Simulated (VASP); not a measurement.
# LiRh2 (P-3m1) in VASP: a series of runs, part 2 of 2

VASP 6.6.1. The steps go on from the part before.

### Step 4. Relaxation of cell and atoms, PBE

This run uses another cell than the first one, of 16.19 Å³/atom.

INCAR

```
SYSTEM = LiRh2
ALGO = Normal
EDIFF = 1E-6
EDIFFG = -0.04
ENCUT = 600
GGA = PE
IBRION = 2
ISIF = 3
ISMEAR = 0
LASPH = .True.
LCHARG = .False.
LREAL = .False.
LWAVE = .False.
NELM = 100
NSW = 90
PREC = Accurate
SIGMA = 0.1
```

KPOINTS

```
k-points
0
Gamma
  6 6 4
  0 0 0
```

POSCAR

```
LiRh2
1.0
    2.8509099800      0.0000000000      0.0000000000
   -1.4254549900      2.4689604700      0.0000000000
    0.0000000000      0.0000000000      6.8986633500
Li Rh
1 2
Direct
    0.0000000000      0.0000000000      0.5000000000
    0.3333333300      0.6666666700      0.8393184700
    0.6666666700      0.3333333300      0.1606815300
```

Potentials or basis: VASP PAW PBE potentials, release 64 (Li_sv, Rh_pv).

Run with:

```bash
$ cat potpaw_PBE.64/Li_sv/POTCAR potpaw_PBE.64/Rh_pv/POTCAR > POTCAR
$ mpirun -np 1 vasp_std > vasp.out
```

OUTCAR:

```text
SYSTEM = LiRh2
   EDIFF = 1E-6
   EDIFFG = -0.04
   ENCUT = 600
   GGA = PE
   IBRION = 2
   ISIF = 3
   ISMEAR = 0
   LASPH = .True.
   LREAL = .False.
   NELM = 100
   NSW = 90
   PREC = Accurate

 ion  position               nearest neighbor table
   1  0.000  0.000  0.500-   2 2.86   3 2.86   3 2.86   2 2.86   3 2.86   2 2.86
   2  0.333  0.667  0.839-   3 2.76   3 2.76   3 2.76   1 2.86   1 2.86   1 2.86
   3  0.667  0.333  0.161-   2 2.76   2 2.76   2 2.76   1 2.86   1 2.86   1 2.86

  LATTYP: Found a hexagonal cell.
 ALAT       =     2.8509099800
 C/A-ratio  =     2.4198110072

  Lattice vectors:

 A1 = (   2.8509099800,   0.0000000000,   0.0000000000)
 A2 = (  -1.4254549900,   2.4689604700,   0.0000000000)
 A3 = (   0.0000000000,   0.0000000000,   6.8986633500)

[... 282 lines left out ...]
  free  energy   TOTEN  =       -16.4369047931 eV

  energy  without entropy=      -16.4171291550  energy(sigma->0) =      -16.42701697

[... ionic steps 4 to 7 ...]

--------------------------------------- Ionic step        8  -------------------------------------------

 number of electron      32.9999993 magnetization

------------------------ aborting loop because EDIFF is reached ----------------------------------------
[... 69 lines left out ...]
--------------------------------------- Ionic step       10  -------------------------------------------

 number of electron      32.9999994 magnetization

 Free energy of the ion-electron system (eV)
  ---------------------------------------------------
  ext. energy  EPLUGINS =         0.00000000
  ---------------------------------------------------
  free energy    TOTEN  =       -16.45090305 eV

  energy without entropy =      -16.43026687  energy(sigma->0) =      -16.44058496

 E-fermi :   7.9808     XC(G=0): -11.9840

 val. band max:        7.9805064287   @ k =   0.0000   0.0000   0.2500
 cond. band min:       7.9901299005   @ k =   0.5000   0.0000   0.2500
 fundamental gap:      0.0096234718
 Fermi energy:         7.9808096456

 k-point     1 :       0.0000    0.0000    0.0000
  band No.  band energies     occupation
      1     -38.4408      2.00000
      2     -38.1897      2.00000
      3     -38.1897      2.00000
      4     -38.1329      2.00000
      5     -38.1329      2.00000
      6     -38.0412      2.00000
[... 571 lines left out ...]
  FREE ENERGIE OF THE ION-ELECTRON SYSTEM (eV)
  ---------------------------------------------------
  free  energy   TOTEN  =       -16.4509030454 eV

  energy  without entropy=      -16.4302668663  energy(sigma->0) =      -16.44058496

 reached required accuracy - stopping structural energy minimisation
```

Wall time 3.2 min (1 thread of Oxide Virtual Turin-like, shared host); peak memory 0.17 GiB.

What came out:

```
Free energy                           : -16.4509 eV
Relaxed volume                        : 13.96 Å³/atom
Relaxed cell                          : a = 2.700 Å, b = 2.700 Å, c = 6.636 Å, α = 90.00°, β = 90.00°, γ = 120.00°
Space group after relaxing (to 0.1 Å) : P-3m1 (No. 164)
Energy gained by relaxing             : 124.5 meV/atom
Ionic steps                           : 10
Pressure after relaxing               : 0.0 GPa
Band gap on the k mesh                : zero (an odd number of electrons rules out a gap without spin polarisation)
```

Stress tensor (GPa, compression positive):
```
-0.07  0.00  0.00
 0.00 -0.07  0.00
 0.00  0.00  0.04
```

The path:
```csv
step,energy change (eV),largest force (eV/Å),pressure (GPa),volume (Å³)
1,0.0000,0.6600,-15.60,48.56
2,-0.0650,1.8972,22.79,38.29
3,-0.3595,0.3824,-0.60,42.62
4,-0.3596,0.4119,-0.19,42.50
5,-0.3710,0.1310,-0.12,42.21
6,-0.3715,0.0622,-0.03,42.14
7,-0.3728,0.0262,-0.25,42.09
8,-0.3733,0.0174,-0.49,42.04
9,-0.3731,0.0284,0.64,41.69
10,-0.3735,0.0019,-0.03,41.89
```

Final structure:
```
Li Rh
1.0
     2.70004    0.00000    0.00000
    -1.35002    2.33830    0.00000
     0.00000    0.00000    6.63576
Li Rh
1 2
Direct
  0.00000 0.00000 0.50000
  0.33333 0.66667 0.83682
  0.66667 0.33333 0.16318
```

Caveat: the k points lie up to 0.45 Å⁻¹ apart in the final cell, too coarse for converged energies and pressures of a metal; the cutoff is under 1.25 times the usual one of these potentials, so pressure, stress and relaxed cells hold a basis-set (Pulay) error.

### Step 5. Single point, PBE, collinear spin, ferromagnetic start

INCAR

```
  PREC = Accurate
  ENCUT = 520
  EDIFF = 1E-7
  ISMEAR = 0
  SIGMA = 0.1
  LREAL = F
  LASPH = T
  NELM = 150
  ALGO = Normal
  ISIF = 2
  LWAVE = F
  LCHARG = T
  ISPIN = 2
  MAGMOM = 0 1 1
  LORBIT = 11
  LMAXMIX = 4
  GGA = PE
  LELF = T
  LVHAR = T
  NBANDS = 28
```

KPOINTS

```
regular mesh
0
Gamma
  6 6 4
```

POSCAR

```
LiRh2
1.0
    2.6991055984      0.0000000000      0.0000000000
   -1.3495527992      2.3374940157      0.0000000000
    0.0000000000      0.0000000000      6.6426383741
Li Rh
1 2
Direct
    0.0000000000      0.0000000000      0.5000000000
    0.3333333333      0.6666666667      0.8369800355
    0.6666666667      0.3333333333      0.1630199645
```

Run with:

```bash
$ cat potpaw_PBE.64/Li_sv/POTCAR potpaw_PBE.64/Rh_pv/POTCAR > POTCAR
$ mpirun -np 1 vasp_std > vasp.out
```

Wall time 63 s (1 thread of Oxide Virtual Turin-like, shared host); peak memory 0.16 GiB.

The run converged. Its results:

```yaml
Free_energy: -16.4419 eV
Largest_force: 0.007 eV/Å
Net_moment: 0.00 μB per cell
Valence_electrons_inside_the_program's_atomic_spheres: Li 2.11; Rh 13.75
```

Forces in eV/Å, atoms in the order of the input:
```
Li   0.000  0.000  0.000
Rh   0.000  0.000 -0.007
Rh   0.000  0.000  0.007
```

Levels at points of the mesh, in eV from the Fermi level:
Spin up:
```csv
k point,band 14,band 15,band 16,band 17,band 18,band 19,band 20,band 21
"(0.00, 0.00, 0.00)",-2.45,-1.76,-1.02,-0.70,-0.70,0.27,0.27,9.64
"(0.50, 0.00, 0.00)",-0.79,0.03,0.84,1.00,2.21,2.79,3.64,6.97
"(0.00, 0.00, 0.50)",-2.45,-2.45,-0.69,-0.69,0.27,0.27,0.69,7.12
"(0.50, 0.00, 0.50)",-0.98,-0.01,0.75,0.84,1.00,3.36,4.05,7.12
```
Spin down:
```
           k point  band 13  band 14  band 15  band 16  band 17  band 18  band 19  band 20  band 21  band 22
(0.00, 0.00, 0.00)    -2.45    -2.45    -1.76    -1.02    -0.70    -0.70     0.27     0.27     9.64    11.92
(0.50, 0.00, 0.00)    -1.83    -0.79     0.03     0.84     1.00     2.21     2.79     3.64     6.97     9.12
(0.00, 0.00, 0.50)    -2.62    -2.45    -2.45    -0.69    -0.69     0.27     0.27     0.69     7.12    15.66
(0.50, 0.00, 0.50)    -1.10    -0.98    -0.01     0.75     0.84     1.00     3.36     4.05     7.12    10.25
```

Caveat: the k points lie up to 0.45 Å⁻¹ apart; the cutoff is under 1.25 times the usual one of these potentials, so pressure, stress and relaxed cells hold a basis-set (Pulay) error.

### Step 6. Single point, PBE

This run uses another cell than the first one, of 13.92 Å³/atom.

INCAR

```
  ALGO = Fast
  EDIFF = 1E-6
  ENCUT = 520
  GGA = PE
  ISIF = 2
  ISMEAR = 0
  LASPH = True
  LCHARG = False
  LREAL = False
  LWAVE = False
  NBANDS = 24
  NELM = 100
  PREC = Accurate
  SIGMA = 0.1
```

KPOINTS

```
k-points
0
Gamma
  18 18 8
```

POSCAR

```
LiRh2
1.0
    2.6902105161      0.0000000000      0.0000000000
   -1.3451052581      2.3297906485      0.0000000000
    0.0000000000      0.0000000000      6.6622735720
Li Rh
1 2
Direct
    0.0000000000      0.0000000000      0.5000000000
    0.3333333333      0.6666666667      0.8356508946
    0.6666666667      0.3333333333      0.1643491054
```

Potentials or basis: VASP PAW PBE potentials, release 64 (Li_sv, Rh_pv).

Run with:

```bash
$ cat potpaw_PBE.64/Li_sv/POTCAR potpaw_PBE.64/Rh_pv/POTCAR > POTCAR
$ mpirun -np 1 vasp_std > vasp.out
```

OUTCAR:

```text
EDIFF = 1E-6
   ENCUT = 520
   GGA = PE
   ISIF = 2
   ISMEAR = 0
   LASPH = True
   LREAL = False
   NELM = 100
   PREC = Accurate

 ion  position               nearest neighbor table
   1  0.000  0.000  0.500-   2 2.72   3 2.72   3 2.72   2 2.72   3 2.72   2 2.72
   2  0.333  0.667  0.836-   3 2.68   3 2.68   3 2.68   1 2.72   1 2.72   1 2.72
   3  0.667  0.333  0.164-   2 2.68   2 2.68   2 2.68   1 2.72   1 2.72   1 2.72

  LATTYP: Found a hexagonal cell.
 ALAT       =     2.6902105161
 C/A-ratio  =     2.4764878184

  Lattice vectors:

 A1 = (   2.6902105161,   0.0000000000,   0.0000000000)
 A2 = (  -1.3451052581,   2.3297906485,   0.0000000000)
 A3 = (   0.0000000000,   0.0000000000,   6.6622735720)

Analysis of symmetry for initial positions (statically):
=====================================================================
 Subroutine PRICEL returns:
 Original cell was already a primitive cell.

 Routine SETGRP: Setting up the symmetry group for a
[... 166 lines left out ...]
  ---------------------------------------------------
  free energy    TOTEN  =       -16.49120295 eV

  energy without entropy =      -16.47115616  energy(sigma->0) =      -16.48117956

 E-fermi :   7.9564     XC(G=0): -12.0046

 val. band max:        7.9554920519   @ k =   0.3889   0.1111   0.1250
 cond. band min:       7.9576600054   @ k =   0.0000   0.0000   0.2500
 fundamental gap:      0.0021679535
 Fermi energy:         7.9564475269

 k-point     1 :       0.0000    0.0000    0.0000
  band No.  band energies     occupation
      1     -38.4000      2.00000
      2     -38.1476      2.00000
      3     -38.1476      2.00000
      4     -38.0960      2.00000
      5     -38.0960      2.00000
      6     -38.0192      2.00000
[... 637 lines left out ...]
     23      18.0815      0.00000
     24      20.0267      0.00000

 [... further k-points ...]

------------------------ aborting loop because EDIFF is reached ----------------------------------------

  FORCE on cell =-STRESS in cart. coord.  units (eV):
  Direction    XX          YY          ZZ          XY          YZ          ZX
  --------------------------------------------------------------------------------------
  -------------------------------------------------------------------------------------
  Total       -0.0049644     -0.0049644     -0.0231352      0.0000000     -0.0000000      0.0000000
  in kB       -0.1904792     -0.1904792     -0.8876846      0.0000000     -0.0000000      0.0000000
  external PRESSURE =      -0.4228810 kB  Pullay stress =       0.0000000 kB

 VOLUME and BASIS-vectors are now :
 -----------------------------------------------------------------------------
  energy-cutoff  :      520.00
  volume of cell :       41.76
      direct lattice vectors                 reciprocal lattice vectors
     2.690210516  0.000000000  0.000000000     0.371718122  0.214611558  0.000000000
    -1.345105258  2.329790648  0.000000000     0.000000000  0.429223115  0.000000000
     0.000000000  0.000000000  6.662273572     0.000000000  0.000000000  0.150098910

 POSITION                                       TOTAL-FORCE (eV/Angst)
 -----------------------------------------------------------------------------------
      0.00000      0.00000      3.33114        -0.000000      0.000000      0.000000
     -0.00000      1.55319      5.56733         0.000000      0.000000      0.003420
      1.34511      0.77660      1.09494        -0.000000      0.000000     -0.003420
 -----------------------------------------------------------------------------------
    total drift:                               -0.000000      0.000000      0.000000

  FREE ENERGIE OF THE ION-ELECTRON SYSTEM (eV)
  ---------------------------------------------------
  free  energy   TOTEN  =       -16.4912029528 eV

  energy  without entropy=      -16.4711561589  energy(sigma->0) =      -16.48117956
```

OSZICAR:

```text
N       E                     dE             d eps       ncg     rms          rms(c)
DAV:   1     0.349399100629E+03    0.34940E+03   -0.19707E+04 12888   0.153E+03
DAV:   2    -0.657422580855E+01   -0.35597E+03   -0.34249E+03 13328   0.462E+02
DAV:   3    -0.179063083852E+02   -0.11332E+02   -0.11124E+02 22760   0.776E+01
DAV:   4    -0.181859430494E+02   -0.27963E+00   -0.27859E+00 15216   0.865E+00
DAV:   5    -0.181884718310E+02   -0.25288E-02   -0.25285E-02 16600   0.876E-01    0.128E+01
RMM:   6    -0.168800223256E+02    0.13084E+01   -0.57133E+00 14524   0.175E+01    0.554E+00
RMM:   7    -0.165064137784E+02    0.37361E+00   -0.44716E-01 14062   0.484E+00    0.243E+00
RMM:   8    -0.164925895147E+02    0.13824E-01   -0.28879E-02 15918   0.112E+00    0.686E-01
RMM:   9    -0.164908241869E+02    0.17653E-02   -0.63813E-03 17361   0.564E-01    0.149E-01
RMM:  10    -0.164910065589E+02   -0.18237E-03   -0.22161E-03 18259   0.308E-01    0.429E-02
RMM:  11    -0.164911143422E+02   -0.10778E-03   -0.86703E-04 19437   0.169E-01    0.184E-02
RMM:  12    -0.164911623346E+02   -0.47992E-04   -0.38949E-04 19191   0.101E-01    0.113E-02
RMM:  13    -0.164911829768E+02   -0.20642E-04   -0.18892E-04 19114   0.623E-02    0.350E-03
RMM:  14    -0.164911945787E+02   -0.11602E-04   -0.85772E-05 16717   0.378E-02    0.434E-03
RMM:  15    -0.164911991399E+02   -0.45612E-05   -0.39467E-05 14741   0.244E-02    0.147E-03
RMM:  16    -0.164912014233E+02   -0.22834E-05   -0.18330E-05 13483   0.154E-02    0.111E-03
RMM:  17    -0.164912028454E+02   -0.14221E-05   -0.90814E-06 13001   0.107E-02    0.889E-04
RMM:  18    -0.164912029528E+02   -0.10738E-06   -0.42194E-06 11999   0.734E-03
   1 F= -.16491203E+02 E0= -.16481180E+02  d E =-.200468E-01
```

stdout:

```text
POSCAR found type information on POSCAR LiRh
 POSCAR found :  2 types and       3 ions
 scaLAPACK will be used
 LDA part: xc-table for (Slater+PW92), standard interpolation
 POSCAR, INCAR and KPOINTS ok, starting setup
 FFT: planning ... GRIDC
 FFT: planning ... GRID_SOFT
 FFT: planning ... GRID
 WAVECAR not read
 entering main loop
WARNING in EDDRMM: call to ZHEGV failed, returncode =   8  4     18
WARNING in EDDRMM: call to ZHEGV failed, returncode =   8  4     22
WARNING in EDDRMM: call to ZHEGV failed, returncode =   6  3     20
WARNING in EDDRMM: call to ZHEGV failed, returncode =   8  4     19
WARNING in EDDRMM: call to ZHEGV failed, returncode =   6  3     22
WARNING in EDDRMM: call to ZHEGV failed, returncode =   8  4     20
WARNING in EDDRMM: call to ZHEGV failed, returncode =   8  4     22
```

Run time: 4.9 min. Hardware: 1 thread of Oxide Virtual Turin-like, shared host; peak memory 0.29 GiB.

What came out:

| Quantity | Value |
| --- | --- |
| Free energy | -16.4912 eV |
| Largest force | 0.003 eV/Å |
| Band gap on the k mesh | zero (an odd number of electrons rules out a gap without spin polarisation) |

Forces on the atoms (eV/Å):
```
Li   0.000  0.000  0.000
Rh   0.000  0.000  0.003
Rh   0.000  0.000 -0.003
```

Caveat: the cutoff is under 1.25 times the usual one of these potentials, so pressure, stress and relaxed cells hold a basis-set (Pulay) error.

### Step 7. Relaxation of cell and atoms, PBE

INCAR

```
SYSTEM = LiRh2
PREC = Accurate
ENCUT = 600
EDIFF = 1E-6
ISMEAR = 0
SIGMA = 0.1
LREAL = .FALSE.
LASPH = .TRUE.
NELM = 100
ALGO = Fast
ISIF = 3
LWAVE = .FALSE.
LCHARG = .FALSE.
GGA = PE
IBRION = 2
NSW = 100
EDIFFG = -0.01
```

KPOINTS

```
Automatic mesh
0
G
  18 18 8
  0 0 0
```

POSCAR

```
LiRh2
1.0
    2.6991055984      0.0000000000      0.0000000000
   -1.3495527992      2.3374940157      0.0000000000
    0.0000000000      0.0000000000      6.6426383741
Li Rh
1 2
Direct
    0.0000000000      0.0000000000      0.5000000000
    0.3333333333      0.6666666667      0.8369800355
    0.6666666667      0.3333333333      0.1630199645
```

Run with:

```bash
$ cat potpaw_PBE.64/Li_sv/POTCAR potpaw_PBE.64/Rh_pv/POTCAR > POTCAR
$ mpirun -np 1 vasp_std > vasp.out
```

It took 19 min on 1 thread of Oxide Virtual Turin-like, shared host; peak memory 0.33 GiB.

The run converged. Its results:

| Property | Result |
| --- | --- |
| Free energy | -16.4918 eV |
| Relaxed volume | 13.90 Å³/atom |
| Relaxed cell | a = 2.690 Å, b = 2.690 Å, c = 6.656 Å, α = 90.00°, β = 90.00°, γ = 120.00° |
| Space group after relaxing (to 0.1 Å) | P-3m1 (No. 164) |
| Energy gained by relaxing | 0.8 meV/atom |
| Ionic steps | 6 |
| Pressure after relaxing | 0.0 GPa |
| Largest force after relaxing | 0.007 eV/Å |
| Band gap on the k mesh | zero (an odd number of electrons rules out a gap without spin polarisation) |

Forces in eV/Å, atoms in the order of the input:
```
Li   0.000  0.000  0.000
Rh   0.000  0.000  0.007
Rh   0.000  0.000 -0.007
```

The path:
```
step  energy change (eV)  largest force (eV/Å)  pressure (GPa)  volume (Å³)
   1              0.0000                0.1259           -0.25        41.91
   2             -0.0021                0.0289           -0.06        41.78
   3             -0.0022                0.0256           -0.04        41.77
   4             -0.0022                0.0203           -0.04        41.77
   5             -0.0022                0.0116           -0.03        41.74
   6             -0.0023                0.0069           -0.02        41.69
```

Final structure:
```
Li Rh
1.0
     2.68953    0.00000    0.00000
    -1.34476    2.32920    0.00000
     0.00000    0.00000    6.65557
Li Rh
1 2
Direct
  0.00000 0.00000 0.50000
  0.33333 0.66667 0.83549
  0.66667 0.33333 0.16451
```

Levels at points of the mesh, in eV from the Fermi level:
| k point | band 12 | band 13 | band 14 | band 15 | band 16 | band 17 | band 18 | band 19 | band 20 |
| --- | --- | --- | --- | --- | --- | --- | --- | --- | --- |
| (0.00, 0.00, 0.00) | -2.56 | -2.38 | -2.38 | -1.70 | -1.02 | -0.61 | -0.61 | 0.32 | 0.32 |
| (0.50, 0.00, 0.00) | -1.89 | -1.79 | -0.73 | 0.07 | 0.95 | 1.09 | 2.28 | 2.88 | 3.69 |
| (0.00, 0.00, 0.50) | -2.56 | -2.56 | -2.39 | -2.39 | -0.60 | -0.60 | 0.32 | 0.32 | 0.70 |
| (0.50, 0.00, 0.50) | -1.87 | -1.06 | -0.93 | 0.03 | 0.83 | 0.95 | 1.09 | 3.42 | 4.15 |

Caveat: the cutoff is under 1.25 times the usual one of these potentials, so pressure, stress and relaxed cells hold a basis-set (Pulay) error.

### Step 8. Overview

```tsv
task	spin	cell	k mesh	cutoff (eV)	gap on the mesh (eV)	pressure (GPa)	relaxed volume (Å³/atom)	largest force (eV/Å)
single point	off	a = 2.699, b = 2.699, c = 6.643 Å, angles 90.0, 90.0, 120.0°, 3 atoms, atomic positions A	6 × 6 × 4	520	none	-	-	0.01
single point	off	a = 2.851, b = 2.851, c = 6.899 Å, angles 90.0, 90.0, 120.0°, 3 atoms, atomic positions B	6 × 6 × 4	520	none	-	-	0.66
relaxation of cell and atoms	off	relaxed from a = 2.851, b = 2.851, c = 6.899 Å, angles 90.0, 90.0, 120.0°, 3 atoms, atomic positions B	6 × 6 × 4	600	none	0.0	13.96	-
single point	collinear, ferromagnetic start	a = 2.699, b = 2.699, c = 6.643 Å, angles 90.0, 90.0, 120.0°, 3 atoms, atomic positions A	6 × 6 × 4	520	none	-	-	0.01
single point	off	a = 2.690, b = 2.690, c = 6.662 Å, angles 90.0, 90.0, 120.0°, 3 atoms, atomic positions C	18 × 18 × 8	520	none	-	-	-
relaxation of cell and atoms	off	relaxed from a = 2.699, b = 2.699, c = 6.643 Å, angles 90.0, 90.0, 120.0°, 3 atoms, atomic positions A	18 × 18 × 8	600	none	0.0	13.90	0.01
```

Alike in all rows: level PBE; potentials or basis VASP PAW PBE potentials, release 64 (Li_sv, Rh_pv); smearing gaussian 0.1 eV.

Caveats: some runs use coarse meshes; the cutoff is under 1.25 times the usual one of these potentials, so pressure, stress and relaxed cells hold a basis-set (Pulay) error.

Absolute energies hang on the potentials; compare differences alone.

The gap in the log of VASP goes by the Fermi energy; the results here count the filled bands.